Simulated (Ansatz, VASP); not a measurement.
# One calculation of SnO2, two programs

File POSCAR:

```
SnO2
1.0
    4.7880040000      0.0000000000      0.0000000000
    0.0000000000      4.8665820000      0.0000000000
    0.0000000000      0.0000000000      3.2408980000
Sn O
2 4
Direct
    0.5000000000      0.5000000000      0.5000000000
    0.0000000000      0.0000000000      0.0000000000
    0.2556802013      0.2854512957     -0.0534435458
    0.7918550000      0.1789580000      0.5000000000
    0.2081450000      0.8210420000      0.5000000000
    0.7081450000      0.6789580000      0.0000000000
```

The input INCAR.step1:

```
SYSTEM = SnO2
ALGO = Normal
EDIFF = 1E-4
ENCUT = 520
GGA = PE
ISMEAR = 0
LASPH = .True.
LCHARG = .False.
LREAL = .False.
LWAVE = .True.
NBANDS = 35
NELM = 80
PREC = Accurate
SIGMA = 0.05
```

Contents of INCAR.step2:

```
SYSTEM = SnO2
ALGO = Normal
EDIFF = 1E-6
ENCUT = 520
ISIF = 2
ISMEAR = 0
ISTART = 1
LASPH = .True.
LCHARG = .False.
LMIXTAU = .True.
LREAL = .False.
LWAVE = .False.
METAGGA = R2SCAN
NBANDS = 35
NELM = 80
PREC = Accurate
SIGMA = 0.05
```

KPOINTS

```
k-points
0
Gamma
  6 6 8
  0 0 0
```

Input for Ansatz:

```yaml
crystal:
  lattice:
    - [4.788004, 0.0, 0.0]
    - [0.0, 4.866582, 0.0]
    - [0.0, 0.0, 3.240898]
  atoms:
    - { symbol: Sn, position: [0.5, 0.5, 0.5] }
    - { symbol: Sn, position: [0.0, 0.0, 0.0] }
    - { symbol: O, position: [0.2556802013, 0.2854512957, -0.0534435458] }
    - { symbol: O, position: [0.791855, 0.178958, 0.5] }
    - { symbol: O, position: [0.208145, 0.821042, 0.5] }
    - { symbol: O, position: [0.708145, 0.678958, 0.0] }
basis:
  ecutwfc: 500
kpoints:
  mp_grid: { grid: [6, 6, 8] }
hamiltonian:
  xc: r2scan
scf:
  occupations: { method: gaussian, width: 0.05 }
output:
  forces: true
  stress: true
  eigenvalues: true
```

Alike in both runs: task single point; functional r2SCAN; k mesh 6 × 6 × 8; occupations gaussian, width 0.05 eV; no spin polarisation.

|  | VASP | Ansatz |
| --- | --- | --- |
| version | VASP 6.6.1 | Ansatz 0.2.0 |
| potentials or method | VASP PAW PBE potentials, release 64 (Sn_d, O), cutoff 520 eV | scalar-relativistic, plane waves, PAW |
| valence electrons in the cell | 52 | 52 |

Ansatz gave:

| Item | Value |
| --- | --- |
| gap on the k mesh at the Fermi level (eV) | 1.16 |
| least direct gap on the mesh (eV) | 1.16 |
| pressure (GPa) | -5.0 |
| traceless stress, the component that is largest in VASP (GPa) | 5.59 |
| rms of the force components (eV/Å) | 1.660 |

Question: Which values does VASP return?

Answer: gap on the k mesh at the Fermi level (eV): 1.17; least direct gap on the mesh (eV): 1.17; pressure (GPa): -4.0; traceless stress, the component that is largest in VASP (GPa): 5.67; rms of the force components (eV/Å): 1.697.

VASP's potentials were made for PBE, not for r2SCAN. Atom by atom the forces differ by 0.041 eV/Å (rms over components). The functional is the same, so the differences come from potentials, cutoffs and numerics.
